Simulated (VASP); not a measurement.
# C (Fd-3m) in VASP: a series of runs

Runs on C. Level: PBE. Tasks: single point, relaxation of cell and atoms.

Program: VASP 6.6.1. These are calculated values, not measurements. Logs are shortened: lines on timing, memory, paths and dates and some standing lists are left out, and cuts for length are marked.

## 1. The cell of the first run

It takes space group Fd-3m (No. 227, cubic). The conventional cell has a = 3.572 Å, b = 3.572 Å, c = 3.572 Å, α = 90.00°, β = 90.00°, γ = 90.00°. Within 2.1 Å of C (site symmetry -43m) lie 4 C at 1.55 Å.

## 2. Single point, PBE

File INCAR:

```
SYSTEM = C
ALGO = Normal
EDIFF = 1E-6
ENCUT = 600
GGA = PE
GGA_COMPAT = .FALSE.
ISIF = 2
ISMEAR = -1
LASPH = .TRUE.
LCHARG = .FALSE.
LREAL = .FALSE.
LWAVE = .FALSE.
NBANDS = 11
NELM = 120
PREC = Accurate
SIGMA = 0.05
```

File KPOINTS:

```
k-points
0
G
  10 10 10
  0 0 0
```

File POSCAR:

```
C
1.0
    0.0000000000      1.7858619517      1.7858619517
    1.7858619517      0.0000000000      1.7858619517
    1.7858619517      1.7858619517      0.0000000000
C
2
Direct
    0.0000000000      0.0000000000      0.0000000000
    0.2500000000      0.2500000000      0.2500000000
```

Potentials or basis: VASP PAW PBE potentials, release 64 (C).

On the command line:

```bash
$ cat potpaw_PBE.64/C/POTCAR > POTCAR
$ mpirun -np 1 vasp_std > vasp.out
```

OUTCAR:

```text
SYSTEM = C
   EDIFF = 1E-6
   ENCUT = 600
   GGA = PE
   ISIF = 2
   ISMEAR = -1
   LASPH = .TRUE.
   LREAL = .FALSE.
   NELM = 120
   PREC = Accurate

 ion  position               nearest neighbor table
   1  0.000  0.000  0.000-   2 1.55   2 1.55   2 1.55   2 1.55
   2  0.250  0.250  0.250-   1 1.55   1 1.55   1 1.55   1 1.55

  LATTYP: Found a face centered cubic cell.
 ALAT       =     3.5717239034

  Lattice vectors:

 A1 = (   0.0000000000,   1.7858619517,   1.7858619517)
 A2 = (   1.7858619517,   0.0000000000,   1.7858619517)
 A3 = (   1.7858619517,   1.7858619517,   0.0000000000)

Analysis of symmetry for initial positions (statically):
=====================================================================
 Subroutine PRICEL returns:
 Original cell was already a primitive cell.

 Routine SETGRP: Setting up the symmetry group for a
 face centered cubic supercell.

 Subroutine GETGRP returns: Found 48 space group operations
 (whereof 24 operations were pure point group operations)
 out of a pool of 48 trial point group operations.

The static configuration has the point symmetry T_d .
 The point group associated with its full space group is O_h .

Analysis of symmetry for dynamics (positions and initial velocities):
=====================================================================
 Subroutine PRICEL returns:
 Original cell was already a primitive cell.

 Routine SETGRP: Setting up the symmetry group for a
 face centered cubic supercell.

 Subroutine GETGRP returns: Found 48 space group operations
 (whereof 24 operations were pure point group operations)
 out of a pool of 48 trial point group operations.

The dynamic configuration has the point symmetry T_d .
 The point group associated with its full space group is O_h .

 Subroutine INISYM returns: Found 48 space group operations
 (whereof 24 operations are pure point group operations),
 and found     1 'primitive' translations

----------------------------------------------------------------------------------------

                                     Primitive cell

  volume of cell :      11.3913

  direct lattice vectors                    reciprocal lattice vectors
     0.000000000  1.785861952  1.785861952    -0.279976848  0.279976848  0.279976848
     1.785861952  0.000000000  1.785861952     0.279976848 -0.279976848  0.279976848
     1.785861952  1.785861952  0.000000000     0.279976848  0.279976848 -0.279976848

  length of vectors
     2.525590193  2.525590193  2.525590193     0.484934125  0.484934125  0.484934125

  position of ions in fractional coordinates (direct lattice)
     0.000000000  0.000000000  0.000000000
     0.250000000  0.250000000  0.250000000

  ion indices of the primitive-cell ions
   primitive index   ion index
                 1           1
                 2           2

----------------------------------------------------------------------------------------

 KPOINTS: k-points

Automatic generation of k-mesh.
 Grid dimensions read from file:
 generate k-points for:   10   10   10

 Generating k-lattice:

  Cartesian coordinates                     Fractional coordinates (reciprocal lattice)
    -0.027997685  0.027997685  0.027997685     0.100000000  0.000000000  0.000000000
     0.027997685 -0.027997685  0.027997685     0.000000000  0.100000000  0.000000000
     0.027997685  0.027997685 -0.027997685     0.000000000  0.000000000  0.100000000

  Length of vectors
     0.048493413  0.048493413  0.048493413

  Shift w.r.t. Gamma in fractional coordinates (k-lattice)
     0.000000000  0.000000000  0.000000000

 Subroutine IBZKPT returns following result:
 ===========================================

 Found     47 irreducible k-points:

 Following reciprocal coordinates:
            Coordinates               Weight
  0.000000  0.000000  0.000000      1.000000
  0.100000  0.000000  0.000000      8.000000
  0.200000  0.000000  0.000000      8.000000
  0.300000  0.000000  0.000000      8.000000
  0.400000  0.000000  0.000000      8.000000
  0.500000  0.000000  0.000000      4.000000
[... 16 lines left out ...]
  0.300000  0.300000  0.000000      6.000000
  0.400000  0.300000  0.000000     24.000000
 [... further k-points ...]
   k-points           NKPTS =     47   k-points in BZ     NKDIM =     47   number of bands    NBANDS=     11
   number of dos      NEDOS =    301   number of ions     NIONS =      2
   total plane-waves  NPLWV =   8000
   dimension x,y,z NGX =    20 NGY =   20 NGZ =   20
   dimension x,y,z NGXF=    40 NGYF=   40 NGZF=   40
   ions per type =               2
   NGX,Y,Z   is equivalent  to a cutoff of  13.16, 13.16, 13.16 a.u.
   NGXF,Y,Z  is equivalent  to a cutoff of  26.33, 26.33, 26.33 a.u.
 SYSTEM =  C
   PREC   = accura    normal or accurate (medium, high low for compatibility)
   ISTART =      0    job   : 0-new  1-cont  2-samecut
   ICHARG =      2    charge: 1-file 2-atom 10-const
   ISPIN  =      1    spin polarized calculation?
   LNONCOLLINEAR =      F non collinear calculations
   LSORBIT =      F    spin-orbit coupling
   LASPH  =      T    aspherical Exc in radial PAW
   ENCUT  =  600.0 eV  44.10 Ry    6.64 a.u.   5.04  5.04  5.04*2*pi/ulx,y,z
   NELM   =    120;   NELMIN=  2; NELMDL= -5     # of ELM steps
   EDIFF  = 0.1E-05   stopping-criterion for ELM
   LREAL  =      F    real-space projection
   EDIFFG = 0.1E-04   stopping-criterion for IOM
   NSW    =      0    number of steps for IOM
   IBRION =     -1    ionic relax: 0-MD 1-quasi-New 2-CG
   NFREE  =      0    steps in history (QN), initial steepest desc. (CG)
   ISIF   =      2    stress and relaxation
   ISYM   =      2    0-nonsym 1-usesym 2-fastsym
   POTIM  = 0.5000    time-step for ionic-motion
   TEBEG  =    0.0;   TEEND  =   0.0 temperature during run
   PSTRESS=    0.0 pullay stress
   NELECT =       8.0000    total number of electrons
   NUPDOWN=      -1.0000    fix difference up-down
   EMIN   =  10.00;   EMAX   =-10.00  energy-range for DOS
   EFERMI =   0.00;   METHOD = LEGACY
   ISMEAR =    -1;   SIGMA  =   0.05  broadening in eV -4-tet -1-fermi 0-gaus
   EFERMI_NEDOS =   21; number of points for ismear=-14 and -15
   IALGO  =     38    algorithm
   IMIX   =      4    mixing-type and parameters
     AMIX     =   0.40;   BMIX     =  1.00
     AMIX_MAG =   1.60;   BMIX_MAG =  1.00
  volume/ion in A,a.u.               =       5.70        38.44
  Fermi-wavevector in a.u.,A,eV,Ry     =   1.455170  2.749872 28.810589  2.117519
  Thomas-Fermi vector in A             =   2.572235
   LORBIT       =      0    0 simple, 1 ext, 2 COOP (PROOUT), +10 PAW based schemes
   GGA     = PE    functional components
   LHFCALC =     F    Hartree Fock is set to
   AEXX    =    0.0000 exact exchange contribution
   IVDW    =     0    specifies the selected vdW correction
   LEPSILON=     F    determine dielectric tensor
   LRPA    =     F    only Hartree local field effects (RPA)
 non-spin polarized calculation
  energy-cutoff  :      600.00
  volume of cell :       11.39
 maximum number of plane-waves:       392
   NGX =  9   NGY =  9   NGZ =  9

 number of electron       7.9999999 magnetization

 Free energy of the ion-electron system (eV)
  ---------------------------------------------------
  ext. energy  EPLUGINS =         0.00000000
  ---------------------------------------------------
  free energy    TOTEN  =       -18.19043953 eV

  energy without entropy =      -18.19043953  energy(sigma->0) =      -18.19043953

 E-fermi :  10.6858     XC(G=0): -13.2297

 val. band max:        9.6680484716   @ k =   0.0000   0.0000   0.0000
 cond. band min:      13.8288927417   @ k =   0.4000   0.4000   0.0000
 fundamental gap:      4.1608442701
 Fermi energy:        10.6858465788

 k-point     1 :       0.0000    0.0000    0.0000
  band No.  band energies     occupation
      1     -11.7522      2.00000
      2       9.6680      2.00000
      3       9.6680      2.00000
      4       9.6680      2.00000
      5      15.2468      0.00000
      6      15.2468      0.00000
      7      15.2468      0.00000
      8      22.9035      0.00000
      9      28.9096      0.00000
     10      36.1583      0.00000
     11      36.1583      0.00000

 k-point     2 :       0.1000    0.0000    0.0000
  band No.  band energies     occupation
      1     -11.4764      2.00000
      2       7.9980      2.00000
      3       9.2235      2.00000
      4       9.2235      2.00000
      5      15.8303      0.00000
      6      15.8303      0.00000
      7      16.1835      0.00000
      8      23.1444      0.00000
      9      29.3538      0.00000
     10      33.6406      0.00000
     11      33.6406      0.00000

 k-point     3 :       0.2000    0.0000    0.0000
  band No.  band energies     occupation
      1     -10.6534      2.00000
      2       4.8024      2.00000
      3       8.3510      2.00000
      4       8.3510      2.00000
      5      16.9566      0.00000
      6      16.9566      0.00000
      7      17.3770      0.00000
      8      23.8149      0.00000
      9      30.1182      0.00000
     10      32.1302      0.00000
     11      32.1302      0.00000

 k-point     4 :       0.3000    0.0000    0.0000
  band No.  band energies     occupation
      1      -9.3041      2.00000
      2       1.4137      2.00000
      3       7.5632      2.00000
      4       7.5632      2.00000
      5      17.7780      0.00000
      6      17.7780      0.00000
      7      18.0535      0.00000
      8      24.6358      0.00000
      9      30.4500      0.00000
     10      32.3901      0.00000
     11      32.3901      0.00000

 k-point     5 :       0.4000    0.0000    0.0000
  band No.  band energies     occupation
      1      -7.5011      2.00000
      2      -1.7073      2.00000
      3       7.0529      2.00000
      4       7.0529      2.00000
      5      18.0701      0.00000
      6      18.0701      0.00000
      7      18.3670      0.00000
      8      25.1783      0.00000
      9      30.9362      0.00000
     10      34.1458      0.00000
     11      34.1458      0.00000
[... 211 lines left out ...]
 k-point    21 :      -0.3000    0.2000    0.0000
  band No.  band energies     occupation
      1      -7.2197      2.00000
      2       0.0180      2.00000
      3       3.0994      2.00000
      4       6.6878      2.00000
      5      17.6260      0.00000
      6      19.4718      0.00000
      7      21.3401      0.00000
      8      24.0548      0.00000
      9      29.3953      0.00000
     10      30.7947      0.00000
     11      34.3031      0.00000

 k-point    22 :      -0.2000    0.2000    0.0000
  band No.  band energies     occupation
      1      -8.8576      2.00000
      2       2.7072      2.00000
      3       3.6883      2.00000
      4       7.6906      2.00000
      5      18.1326      0.00000
      6      18.2198      0.00000
      7      20.1221      0.00000
      8      23.2671      0.00000
      9      29.6885      0.00000
     10      30.5945      0.00000
     11      33.5515      0.00000

 k-point    23 :       0.3000    0.3000    0.0000
  band No.  band energies     occupation
      1      -8.4905      2.00000
      2       3.5960      2.00000
      3       4.8026      2.00000
      4       4.8026      2.00000
      5      13.8930      0.00000
      6      18.3292      0.00000
      7      22.7166      0.00000
      8      22.7166      0.00000
      9      30.3968      0.00000
     10      32.4653      0.00000
     11      40.3565      0.00000

 k-point    24 :       0.4000    0.3000    0.0000
  band No.  band energies     occupation
      1      -7.1766      2.00000
      2       1.6281      2.00000
      3       3.7095      2.00000
      4       4.3332      2.00000
      5      14.4490      0.00000
      6      17.6707      0.00000
      7      23.6994      0.00000
      8      23.7513      0.00000
      9      31.3160      0.00000
     10      32.4966      0.00000
     11      40.3661      0.00000

 [... further k-points ...]
[... 5 lines left out ...]
  --------------------------------------------------------------------------------------
  -------------------------------------------------------------------------------------
  Total       -0.0041894     -0.0041894     -0.0041894     -0.0000000      0.0000000     -0.0000000
  in kB       -0.5892377     -0.5892377     -0.5892377     -0.0000000      0.0000000     -0.0000000
  external PRESSURE =      -0.5892377 kB  Pullay stress =       0.0000000 kB

 VOLUME and BASIS-vectors are now :
 -----------------------------------------------------------------------------
  energy-cutoff  :      600.00
  volume of cell :       11.39
      direct lattice vectors                 reciprocal lattice vectors
     0.000000000  1.785861952  1.785861952    -0.279976848  0.279976848  0.279976848
     1.785861952  0.000000000  1.785861952     0.279976848 -0.279976848  0.279976848
     1.785861952  1.785861952  0.000000000     0.279976848  0.279976848 -0.279976848

 POSITION                                       TOTAL-FORCE (eV/Angst)
 -----------------------------------------------------------------------------------
      0.00000      0.00000      0.00000        -0.000000     -0.000000     -0.000000
      0.89293      0.89293      0.89293         0.000000      0.000000      0.000000
 -----------------------------------------------------------------------------------
    total drift:                                0.000000      0.000000      0.000000

  FREE ENERGIE OF THE ION-ELECTRON SYSTEM (eV)
  ---------------------------------------------------
  free  energy   TOTEN  =       -18.1904395315 eV

  energy  without entropy=      -18.1904395315  energy(sigma->0) =      -18.19043953
```

It used 4.7 s of CPU time on 1 thread of AMD EPYC 9R45 (Zen 5) (shared host).

What came out:

```
Free energy            : -18.1904 eV
Pressure               : -0.1 GPa
Band gap on the k mesh : 4.16 eV, indirect (least direct gap 5.58 eV)
```

## 3. Relaxation of cell and atoms, PBE

This run uses another cell than the first one, of 8.74 Å³/atom, 1.535 times its volume.

File INCAR:

```
SYSTEM = C
ALGO     = Normal         ! electronic algorithm
EDIFF    = 1E-7           ! SCF threshold, eV
EDIFFG   = -0.03          ! ionic threshold
ENCUT    = 600            ! plane-wave cutoff, eV
GGA      = PE             ! functional
GGA_COMPAT= .False.      
IBRION   = 2              ! ionic algorithm
ISIF     = 3              ! what is computed and relaxed
ISMEAR   = -1             ! smearing method
LASPH    = .True.         ! aspherical terms in the spheres
LCHARG   = .False.        ! write CHGCAR
LREAL    = .False.        ! projectors in reciprocal space
LWAVE    = .False.        ! write WAVECAR
NELM     = 120            ! most SCF steps
NELMIN   = 4            
NSW      = 80             ! ionic steps
PREC     = Accurate       ! precision mode
SIGMA    = 0.05           ! smearing width, eV
```

File KPOINTS:

```
k-points
0
Gamma
  10 10 10
  0 0 0
```

File POSCAR:

```
C
1.0
    0.0000000000      2.0600000000      2.0600000000
    2.0600000000      0.0000000000      2.0600000000
    2.0600000000      2.0600000000      0.0000000000
C
2
Direct
    0.0000000000      0.0000000000      0.0000000000
    0.2500000000      0.2500000000      0.2500000000
```

Potentials or basis: VASP PAW PBE potentials, release 64 (C).

On the command line:

```bash
$ cat potpaw_PBE.64/C/POTCAR > POTCAR
$ mpirun -np 1 vasp_std > vasp.out
```

OUTCAR:

```text
SYSTEM = C
   EDIFF = 1E-7
   EDIFFG = -0.03
   ENCUT = 600
   GGA = PE
   IBRION = 2
   ISIF = 3
   ISMEAR = -1
   LASPH = .True.
   LREAL = .False.
   NELM = 120
   NELMIN = 4
   NSW = 80
   PREC = Accurate

 ion  position               nearest neighbor table
   1  0.000  0.000  0.000-   2 1.78   2 1.78   2 1.78   2 1.78
   2  0.250  0.250  0.250-   1 1.78   1 1.78   1 1.78   1 1.78

  LATTYP: Found a face centered cubic cell.
 ALAT       =     4.1200000000

  Lattice vectors:

 A1 = (   0.0000000000,   2.0600000000,   2.0600000000)
 A2 = (   2.0600000000,   0.0000000000,   2.0600000000)
 A3 = (   2.0600000000,   2.0600000000,   0.0000000000)

Analysis of symmetry for initial positions (statically):
=====================================================================
 Subroutine PRICEL returns:
 Original cell was already a primitive cell.
[... 178 lines left out ...]
 fundamental gap:      3.2638493316
 Fermi energy:         5.3714964100

 k-point     1 :       0.0000    0.0000    0.0000
  band No.  band energies     occupation
      1     -12.0938      2.00000
      2       4.4128      2.00000
      3       4.4128      2.00000
      4       4.4128      2.00000
      5       8.8330      0.00000
      6       8.8330      0.00000
      7       8.8330      0.00000
      8       9.3132      0.00000
[... 468 lines left out ...]
--------------------------------------- Ionic step        7  -------------------------------------------

 number of electron       8.0000000 magnetization

 Free energy of the ion-electron system (eV)
  ---------------------------------------------------
  ext. energy  EPLUGINS =         0.00000000
  ---------------------------------------------------
  free energy    TOTEN  =       -18.20755021 eV

  energy without entropy =      -18.20755021  energy(sigma->0) =      -18.20755021

 E-fermi :  10.6860     XC(G=0): -13.2301

 val. band max:        9.6665405842   @ k =   0.0000   0.0000   0.0000
 cond. band min:      13.8290522933   @ k =   0.4000   0.4000   0.0000
 fundamental gap:      4.1625117091
 Fermi energy:        10.6860011521

 k-point     1 :       0.0000    0.0000    0.0000
  band No.  band energies     occupation
      1     -11.7534      2.00000
      2       9.6665      2.00000
      3       9.6665      2.00000
      4       9.6665      2.00000
      5      15.2465      0.00000
      6      15.2465      0.00000
      7      15.2465      0.00000
      8      22.9053      0.00000
[... 282 lines left out ...]
  FREE ENERGIE OF THE ION-ELECTRON SYSTEM (eV)
  ---------------------------------------------------
  free  energy   TOTEN  =       -18.2075502134 eV

  energy  without entropy=      -18.2075502134  energy(sigma->0) =      -18.20755021

 reached required accuracy - stopping structural energy minimisation
```

It took 36 s on 1 thread of AMD EPYC 9R45 (Zen 5), shared host; peak memory 0.1 GiB.

What came out:

* Free energy: -18.2076 eV
* Relaxed volume: 5.69 Å³/atom
* Relaxed cell: a = 2.525 Å, b = 2.525 Å, c = 2.525 Å, α = 60.00°, β = 60.00°, γ = 60.00°
* Space group after relaxing (to 0.05 Å): Fd-3m (No. 227)
* Energy gained by relaxing: 1093.3 meV/atom
* Ionic steps: 7
* Pressure after relaxing: 0.0 GPa
* Band gap on the k mesh: 4.16 eV, indirect (least direct gap 5.58 eV)

The path:
```tsv
step	energy change (eV)	largest force (eV/Å)	pressure (GPa)	volume (Å³)
1	0.0000	0.0000	-80.12	17.48
2	-0.7486	0.0000	204.32	8.59
3	-2.1829	0.0000	-6.60	11.57
4	-2.1864	0.0000	-1.62	11.43
5	-2.1862	0.0000	2.38	11.33
6	-2.1861	0.0000	-2.53	11.46
7	-2.1867	0.0000	0.01	11.39
```

Final structure:
```xyz
2
Lattice="0.0000 1.7858 1.7858 1.7858 0.0000 1.7858 1.7858 1.7858 0.0000" Properties=species:S:1:pos:R:3 pbc="T T T"
C     0.0000    0.0000    0.0000
C     0.8929    0.8929    0.8929
```

Caveat: the volume moved by over 15 % at a fixed basis, so the end points are rough. A k mesh can miss the band edges.

(Part 1 of 2 ends here.)
